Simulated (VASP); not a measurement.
# La2O3 (P-3m1) in VASP: notebook

Aim: see how the results for La2O3 move with the level of theory and the settings. Levels: LDA, r2SCAN. Tasks: single point.

All numbers are computed with VASP 6.6.1; they aren't measurements. Logs are shortened: lines on timing, memory, paths and dates and some standing lists are left out, and cuts for length are marked.

**1. The cell of the first run**

Symmetry: P-3m1, No. 164, trigonal system. The conventional cell has a = 3.883 Å, b = 3.883 Å, c = 5.952 Å, α = 90.00°, β = 90.00°, γ = 120.00°. La (site symmetry 3m) has 7 O at 2.33 to 2.67 Å within 3.1 Å. Within 3.5 Å of O (site symmetry -3m) lie 6 La at 2.67 Å and 6 O at 3.07 Å. Within 3.1 Å of O (site symmetry 3m) lie 4 La at 2.33 to 2.40 Å and 6 O at 2.84 to 3.07 Å.

**2. Single point, LDA**

The input, INCAR:

```
SYSTEM = La2O3
PREC     = Accurate       ! precision mode
ENCUT    = 520            ! plane-wave cutoff, eV
EDIFF    = 1E-6           ! SCF threshold, eV
ISMEAR   = -1             ! smearing method
SIGMA    = 0.05           ! smearing width, eV
LREAL    = .FALSE.        ! projectors in reciprocal space
LASPH    = .TRUE.         ! aspherical terms in the spheres
NELM     = 60             ! most SCF steps
ALGO     = Normal         ! electronic algorithm
ISIF     = 2              ! what is computed and relaxed
LWAVE    = .FALSE.        ! write WAVECAR
LCHARG   = .FALSE.        ! write CHGCAR
GGA      = CA             ! functional
NBANDS   = 28             ! bands
```

The input, KPOINTS:

```
regular mesh
0
G
  8 8 5
  0 0 0
```

The input, POSCAR:

```
La2O3
1.0
    3.8826337163      0.0000000000      0.0000000000
   -1.9413168581      3.3624594319      0.0000000000
    0.0000000000      0.0000000000      5.9517238287
La O
2 3
Direct
    0.3333333333      0.6666666667      0.2440049268
    0.6666666667      0.3333333333      0.7559950732
    0.0000000000      0.0000000000      0.0000000000
    0.3333333333      0.6666666667      0.6465213423
    0.6666666667      0.3333333333      0.3534786577
```

Potentials or basis: VASP PAW LDA potentials, release 64 (La, O).

Started as:

```bash
$ cat potpaw_LDA.64/La/POTCAR potpaw_LDA.64/O/POTCAR > POTCAR
$ mpirun -np 1 vasp_std > vasp.out
```

OUTCAR:

```text
SYSTEM = La2O3
   PREC = Accurate
   ENCUT = 520
   EDIFF = 1E-6
   ISMEAR = -1
   LREAL = .FALSE.
   LASPH = .TRUE.
   NELM = 60
   ISIF = 2
   GGA = CA

 ion  position               nearest neighbor table
   1  0.333  0.667  0.244-   5 2.33   5 2.33   5 2.33   4 2.40   3 2.67   3 2.67   3 2.67   2 3.67
                             2 3.67   2 3.67
   2  0.667  0.333  0.756-   4 2.33   4 2.33   4 2.33   5 2.40   3 2.67   3 2.67   3 2.67   1 3.67
                             1 3.67   1 3.67
   3  0.000  0.000  0.000-   1 2.67   2 2.67   1 2.67   2 2.67   2 2.67   1 2.67
   4  0.333  0.667  0.647-   2 2.33   2 2.33   2 2.33   1 2.40
   5  0.667  0.333  0.353-   1 2.33   1 2.33   1 2.33   2 2.40

  LATTYP: Found a hexagonal cell.
 ALAT       =     3.8826337163
 C/A-ratio  =     1.5329089128

  Lattice vectors:

 A1 = (   3.8826337163,   0.0000000000,   0.0000000000)
 A2 = (  -1.9413168581,   3.3624594319,   0.0000000000)
 A3 = (   0.0000000000,   0.0000000000,   5.9517238287)

Analysis of symmetry for initial positions (statically):
=====================================================================
 Subroutine PRICEL returns:
 Original cell was already a primitive cell.

 Routine SETGRP: Setting up the symmetry group for a
 hexagonal supercell.

 Subroutine GETGRP returns: Found 12 space group operations
 (whereof 12 operations were pure point group operations)
 out of a pool of 24 trial point group operations.

The static configuration has the point symmetry D_3d.

Analysis of symmetry for dynamics (positions and initial velocities):
=====================================================================
 Subroutine PRICEL returns:
 Original cell was already a primitive cell.

 Routine SETGRP: Setting up the symmetry group for a
 hexagonal supercell.

 Subroutine GETGRP returns: Found 12 space group operations
 (whereof 12 operations were pure point group operations)
 out of a pool of 24 trial point group operations.

The dynamic configuration has the point symmetry D_3d.

 Subroutine INISYM returns: Found 12 space group operations
 (whereof 12 operations are pure point group operations),
 and found     1 'primitive' translations

----------------------------------------------------------------------------------------

                                     Primitive cell

  volume of cell :      77.7009

  direct lattice vectors                    reciprocal lattice vectors
     3.882633716  0.000000000  0.000000000     0.257557131  0.148700679  0.000000000
    -1.941316858  3.362459432  0.000000000     0.000000000  0.297401358  0.000000000
     0.000000000  0.000000000  5.951723829     0.000000000  0.000000000  0.168018549

  length of vectors
     3.882633716  3.882633716  5.951723829     0.297401358  0.297401358  0.168018549

  position of ions in fractional coordinates (direct lattice)
     0.333333333  0.666666667  0.244004927
     0.666666667  0.333333333  0.755995073
     0.000000000  0.000000000  0.000000000
     0.333333333  0.666666667  0.646521342
     0.666666667  0.333333333  0.353478658

  ion indices of the primitive-cell ions
   primitive index   ion index
                 1           1
                 2           2
                 3           3
                 4           4
                 5           5

----------------------------------------------------------------------------------------

 KPOINTS: regular mesh

Automatic generation of k-mesh.
 Grid dimensions read from file:
 generate k-points for:    8    8    5

 Generating k-lattice:

  Cartesian coordinates                     Fractional coordinates (reciprocal lattice)
     0.032194641  0.018587585  0.000000000     0.125000000  0.000000000  0.000000000
     0.000000000  0.037175170  0.000000000     0.000000000  0.125000000  0.000000000
     0.000000000  0.000000000  0.033603710     0.000000000  0.000000000  0.200000000

  Length of vectors
     0.037175170  0.037175170  0.033603710

  Shift w.r.t. Gamma in fractional coordinates (k-lattice)
     0.000000000  0.000000000  0.000000000

 Subroutine IBZKPT returns following result:
 ===========================================

 Found     40 irreducible k-points:

 Following reciprocal coordinates:
            Coordinates               Weight
  0.000000  0.000000  0.000000      1.000000
  0.125000 -0.000000  0.000000      6.000000
  0.250000 -0.000000  0.000000      6.000000
  0.375000 -0.000000  0.000000      6.000000
  0.500000 -0.000000  0.000000      3.000000
  0.125000  0.125000  0.000000      6.000000
[... 16 lines left out ...]
 -0.125000  0.500000  0.200000     12.000000
  0.250000  0.250000  0.200000     12.000000
 [... further k-points ...]
   k-points           NKPTS =     40   k-points in BZ     NKDIM =     40   number of bands    NBANDS=     28
   number of dos      NEDOS =    301   number of ions     NIONS =      5
   total plane-waves  NPLWV =  43200
   dimension x,y,z NGX =    30 NGY =   30 NGZ =   48
   dimension x,y,z NGXF=    60 NGYF=   60 NGZF=   96
   ions per type =               2   3
   NGX,Y,Z   is equivalent  to a cutoff of  12.85, 12.85, 13.41 a.u.
   NGXF,Y,Z  is equivalent  to a cutoff of  25.69, 25.69, 26.82 a.u.
 SYSTEM =  La2O3
   PREC   = accura    normal or accurate (medium, high low for compatibility)
   ISTART =      0    job   : 0-new  1-cont  2-samecut
   ICHARG =      2    charge: 1-file 2-atom 10-const
   ISPIN  =      1    spin polarized calculation?
   LNONCOLLINEAR =      F non collinear calculations
   LSORBIT =      F    spin-orbit coupling
   LASPH  =      T    aspherical Exc in radial PAW
   ENCUT  =  520.0 eV  38.22 Ry    6.18 a.u.   7.22  7.22 11.07*2*pi/ulx,y,z
   NELM   =     60;   NELMIN=  2; NELMDL= -5     # of ELM steps
   EDIFF  = 0.1E-05   stopping-criterion for ELM
   LREAL  =      F    real-space projection
   EDIFFG = 0.1E-04   stopping-criterion for IOM
   NSW    =      0    number of steps for IOM
   IBRION =     -1    ionic relax: 0-MD 1-quasi-New 2-CG
   NFREE  =      0    steps in history (QN), initial steepest desc. (CG)
   ISIF   =      2    stress and relaxation
   ISYM   =      2    0-nonsym 1-usesym 2-fastsym
   POTIM  = 0.5000    time-step for ionic-motion
   TEBEG  =    0.0;   TEEND  =   0.0 temperature during run
   PSTRESS=    0.0 pullay stress
   NELECT =      40.0000    total number of electrons
   NUPDOWN=      -1.0000    fix difference up-down
   EMIN   =  10.00;   EMAX   =-10.00  energy-range for DOS
   EFERMI =   0.00;   METHOD = LEGACY
   ISMEAR =    -1;   SIGMA  =   0.05  broadening in eV -4-tet -1-fermi 0-gaus
   EFERMI_NEDOS =   21; number of points for ismear=-14 and -15
   IALGO  =     38    algorithm
   IMIX   =      4    mixing-type and parameters
     AMIX     =   0.40;   BMIX     =  1.00
     AMIX_MAG =   1.60;   BMIX_MAG =  1.00
  volume/ion in A,a.u.               =      15.54       104.87
  Fermi-wavevector in a.u.,A,eV,Ry     =   1.312057  2.479428 23.422347  1.721494
  Thomas-Fermi vector in A             =   2.442476
   LORBIT       =      0    0 simple, 1 ext, 2 COOP (PROOUT), +10 PAW based schemes
   GGA     = CA    functional components
   LHFCALC =     F    Hartree Fock is set to
   AEXX    =    0.0000 exact exchange contribution
   IVDW    =     0    specifies the selected vdW correction
   LEPSILON=     F    determine dielectric tensor
   LRPA    =     F    only Hartree local field effects (RPA)
 non-spin polarized calculation
  energy-cutoff  :      520.00
  volume of cell :       77.70
 maximum number of plane-waves:      2105
 NGX is ok and might be reduce to    30
   NGX = 15   NGY = 15   NGZ = 23

 number of electron      39.9999991 magnetization

 Free energy of the ion-electron system (eV)
  ---------------------------------------------------
  ext. energy  EPLUGINS =         0.00000000
  ---------------------------------------------------
  free energy    TOTEN  =       -45.89758383 eV

  energy without entropy =      -45.89758383  energy(sigma->0) =      -45.89758383

 E-fermi :   7.3769     XC(G=0): -11.1859

 val. band max:        6.1825215834   @ k =   0.2500   0.2500   0.4000
 cond. band min:       9.9759203829   @ k =   0.3750   0.2500   0.0000
 fundamental gap:      3.7933987995
 Fermi energy:         7.3769328500

 k-point     1 :       0.0000    0.0000    0.0000
  band No.  band energies     occupation
      1     -23.3119      2.00000
      2     -22.9806      2.00000
      3     -10.7213      2.00000
      4      -9.2758      2.00000
      5      -8.8519      2.00000
      6      -6.8086      2.00000
[... 20 lines left out ...]
     27      11.6701      0.00000
     28      11.9490      0.00000

 k-point     2 :       0.1250   -0.0000    0.0000
  band No.  band energies     occupation
      1     -23.2780      2.00000
      2     -22.9679      2.00000
      3     -10.7018      2.00000
      4      -9.6033      2.00000
      5      -9.1147      2.00000
      6      -6.8870      2.00000
[... 20 lines left out ...]
     27      11.7793      0.00000
     28      11.9282      0.00000

 k-point     3 :       0.2500   -0.0000    0.0000
  band No.  band energies     occupation
      1     -23.1907      2.00000
      2     -22.9411      2.00000
      3     -10.7497      2.00000
      4     -10.2415      2.00000
      5      -9.3827      2.00000
      6      -7.0539      2.00000
[... 20 lines left out ...]
     27      11.7867      0.00000
     28      11.8345      0.00000

 k-point     4 :       0.3750   -0.0000    0.0000
  band No.  band energies     occupation
      1     -23.0892      2.00000
      2     -22.9258      2.00000
      3     -10.9328      2.00000
      4     -10.7742      2.00000
      5      -9.2564      2.00000
      6      -7.2671      2.00000
[... 578 lines left out ...]
     27      11.6950      0.00000
     28      11.7148      0.00000

 k-point    23 :      -0.1250    0.5000    0.2000
  band No.  band energies     occupation
      1     -23.0276      2.00000
      2     -22.9379      2.00000
      3     -11.0816      2.00000
      4     -10.9394      2.00000
      5      -9.1790      2.00000
      6      -7.3980      2.00000
[... 20 lines left out ...]
     27      11.7118      0.00000
     28      11.7302      0.00000

 k-point    24 :       0.2500    0.2500    0.2000
  band No.  band energies     occupation
      1     -23.0282      2.00000
      2     -22.9375      2.00000
      3     -11.0312      2.00000
      4     -10.8777      2.00000
      5      -9.4400      2.00000
      6      -7.3429      2.00000
[... 20 lines left out ...]
     27      11.6869      0.00000
     28      11.7533      0.00000

 [... further k-points ...]

------------------------ aborting loop because EDIFF is reached ----------------------------------------

  FORCE on cell =-STRESS in cart. coord.  units (eV):
  Direction    XX          YY          ZZ          XY          YZ          ZX
  --------------------------------------------------------------------------------------
  -------------------------------------------------------------------------------------
  Total       -0.0089002     -0.0089002     -0.0235161     -0.0000000      0.0000000      0.0000000
  in kB       -0.1835196     -0.1835196     -0.4848967     -0.0000000      0.0000000      0.0000000
  external PRESSURE =      -0.2839787 kB  Pullay stress =       0.0000000 kB

 VOLUME and BASIS-vectors are now :
 -----------------------------------------------------------------------------
  energy-cutoff  :      520.00
  volume of cell :       77.70
      direct lattice vectors                 reciprocal lattice vectors
     3.882633716  0.000000000  0.000000000     0.257557131  0.148700679  0.000000000
    -1.941316858  3.362459432  0.000000000     0.000000000  0.297401358  0.000000000
     0.000000000  0.000000000  5.951723829     0.000000000  0.000000000  0.168018549

 POSITION                                       TOTAL-FORCE (eV/Angst)
 -----------------------------------------------------------------------------------
     -0.00000      2.24164      1.45225        -0.000000      0.000000     -0.012544
      1.94132      1.12082      4.49947        -0.000000     -0.000000      0.012544
      0.00000      0.00000      0.00000        -0.000000      0.000000      0.000000
     -0.00000      2.24164      3.84792         0.000000      0.000000      0.001967
      1.94132      1.12082      2.10381        -0.000000     -0.000000     -0.001967
 -----------------------------------------------------------------------------------
    total drift:                               -0.000000      0.000000      0.000000

  FREE ENERGIE OF THE ION-ELECTRON SYSTEM (eV)
  ---------------------------------------------------
  free  energy   TOTEN  =       -45.8975838290 eV

  energy  without entropy=      -45.8975838290  energy(sigma->0) =      -45.89758383
```

Run time: 2.2 min. Hardware: 1 thread of Intel Xeon Platinum 8375C at 2.90GHz (Ice Lake), shared host; peak memory 0.22 GiB.

What came out:

```
Free energy            : -45.8976 eV
Pressure               : 0.0 GPa
Largest force          : 0.013 eV/Å
Band gap on the k mesh : 3.79 eV, indirect (least direct gap 3.91 eV)
```

Forces in eV/Å, atoms in the order of the input:
```
La   0.000  0.000 -0.013
La   0.000  0.000  0.013
O    0.000  0.000  0.000
O    0.000  0.000  0.002
O    0.000  0.000 -0.002
```

Caveat: spin-orbit coupling is left out, which moves the levels of the heavy elements. A k mesh can miss the band edges.

**3. Single point, r2SCAN**

This run uses another cell than the first one, of 16.36 Å³/atom, 1.053 times its volume.

The input, POSCAR:

```
La2O3
1.0
    3.9307778780      0.0000000000      0.0000000000
   -1.9653889390      3.4041534990      0.0000000000
    0.0000000000      0.0000000000      6.1119535200
La O
2 3
Direct
    0.3333333333      0.6666666667      0.2462356800
    0.6666666667      0.3333333333      0.7537643200
    0.0000000000      0.0000000000      0.0000000000
    0.3333333333      0.6666666667      0.6458906500
    0.6666666667      0.3333333333      0.3541093500
```

The input, INCAR.step1:

```
  ALGO = Normal
  EDIFF = 1E-4
  ENCUT = 520
  GGA = PE
  ISMEAR = -1
  LASPH = T
  LCHARG = F
  LREAL = F
  LWAVE = T
  NBANDS = 28
  NELM = 80
  PREC = Accurate
  SIGMA = 0.05
```

The input, INCAR.step2:

```
  ALGO = Normal
  EDIFF = 1E-7
  ENCUT = 520
  ISIF = 2
  ISMEAR = -1
  ISTART = 1
  LASPH = T
  LCHARG = F
  LMIXTAU = T
  LREAL = F
  LWAVE = F
  METAGGA = R2SCAN
  NBANDS = 28
  NELM = 80
  PREC = Accurate
  SIGMA = 0.05
```

The input, KPOINTS:

```
k-points
0
Gamma
  8 8 5
```

Potentials or basis: VASP PAW PBE potentials, release 64 (La, O).

Started as:

```bash
$ cat potpaw_PBE.64/La/POTCAR potpaw_PBE.64/O/POTCAR > POTCAR
$ cp INCAR.step1 INCAR
$ mpirun -np 1 vasp_std > vasp.out
$ cp INCAR.step2 INCAR
$ mpirun -np 1 vasp_std > vasp.out
```

OUTCAR:

```text
EDIFF = 1E-7
   ENCUT = 520
   ISIF = 2
   ISMEAR = -1
   ISTART = 1
   LASPH = T
   LREAL = F
   METAGGA = R2SCAN
   NELM = 80
   PREC = Accurate

 ion  position               nearest neighbor table
   1  0.333  0.667  0.246-   5 2.36   5 2.36   5 2.36   4 2.44   3 2.72   3 2.72   3 2.72
   2  0.667  0.333  0.754-   4 2.36   4 2.36   4 2.36   5 2.44   3 2.72   3 2.72   3 2.72
   3  0.000  0.000  0.000-   1 2.72   2 2.72   2 2.72   1 2.72   2 2.72   1 2.72
   4  0.333  0.667  0.646-   2 2.36   2 2.36   2 2.36   1 2.44
[... 949 lines left out ...]
  --------------------------------------------------------------------------------------
  -------------------------------------------------------------------------------------
  Total        0.0729408      0.0729408      0.1294568      0.0000000     -0.0000000      0.0000000
  in kB        1.4289388      1.4289388      2.5361074      0.0000000     -0.0000000      0.0000000
  external PRESSURE =       1.7979950 kB  Pullay stress =       0.0000000 kB

 VOLUME and BASIS-vectors are now :
 -----------------------------------------------------------------------------
  energy-cutoff  :      520.00
  volume of cell :       81.78
      direct lattice vectors                 reciprocal lattice vectors
     3.930777878  0.000000000  0.000000000     0.254402571  0.146879393  0.000000000
    -1.965388939  3.404153499  0.000000000     0.000000000  0.293758786  0.000000000
     0.000000000  0.000000000  6.111953520     0.000000000  0.000000000  0.163613810

 POSITION                                       TOTAL-FORCE (eV/Angst)
 -----------------------------------------------------------------------------------
     -0.00000      2.26944      1.50498         0.000000      0.000000     -0.019764
      1.96539      1.13472      4.60697        -0.000000      0.000000      0.019764
      0.00000      0.00000      0.00000        -0.000000      0.000000      0.000000
     -0.00000      2.26944      3.94765        -0.000000      0.000000      0.013169
      1.96539      1.13472      2.16430         0.000000     -0.000000     -0.013169
 -----------------------------------------------------------------------------------
    total drift:                               -0.000000      0.000000      0.000000

  FREE ENERGIE OF THE ION-ELECTRON SYSTEM (eV)
  ---------------------------------------------------
  free  energy   TOTEN  =       -96.0575301232 eV

  energy  without entropy=      -96.0575301231  energy(sigma->0) =      -96.05753012
```

OUTCAR.step1:

```text
EDIFF = 1E-4
   ENCUT = 520
   GGA = PE
   ISMEAR = -1
   LASPH = T
[... 976 lines left out ...]
      1.96539      1.13472      4.60697        -0.000000      0.000000      0.002284
      0.00000      0.00000      0.00000        -0.000000      0.000000      0.000000
     -0.00000      2.26944      3.94765        -0.000000      0.000000      0.012989
      1.96539      1.13472      2.16430         0.000000     -0.000000     -0.012989
 -----------------------------------------------------------------------------------
    total drift:                               -0.000000      0.000000      0.000000

  FREE ENERGIE OF THE ION-ELECTRON SYSTEM (eV)
  ---------------------------------------------------
  free  energy   TOTEN  =       -41.8174505323 eV

  energy  without entropy=      -41.8174505322  energy(sigma->0) =      -41.81745053
```

Run time: 7.9 min. Hardware: 1 thread of Intel Xeon Platinum 8375C at 2.90GHz (Ice Lake), shared host; peak memory 0.27 GiB.

What came out:

| Quantity | Value |
| --- | --- |
| Free energy | -96.0575 eV |
| Pressure | 0.2 GPa |
| Largest force | 0.020 eV/Å |
| Band gap on the k mesh | 4.32 eV, indirect (least direct gap 4.47 eV) |

Forces on the atoms (eV/Å):
```
La   0.000  0.000 -0.020
La   0.000  0.000  0.020
O    0.000  0.000  0.000
O    0.000  0.000  0.013
O    0.000  0.000 -0.013
```

Levels at points of the mesh, in eV from the valence-band top:
```csv
k point,band 16,band 17,band 18,band 19,band 20,band 21,band 22,band 23,band 24,band 25
"(0.00, 0.00, 0.00)",-2.09,-1.62,-0.35,-0.35,-0.09,4.82,5.16,5.16,5.80,6.04
"(0.50, 0.00, 0.00)",-0.73,-0.71,-0.65,-0.39,-0.27,4.34,5.31,5.82,5.87,5.96
```

Caveat: the PAW data sets were made with another functional, which shifts forces and pressure a little; spin-orbit coupling is left out, which moves the levels of the heavy elements. r2SCAN opens gaps a little over a GGA but as a rule still falls short of measured ones.
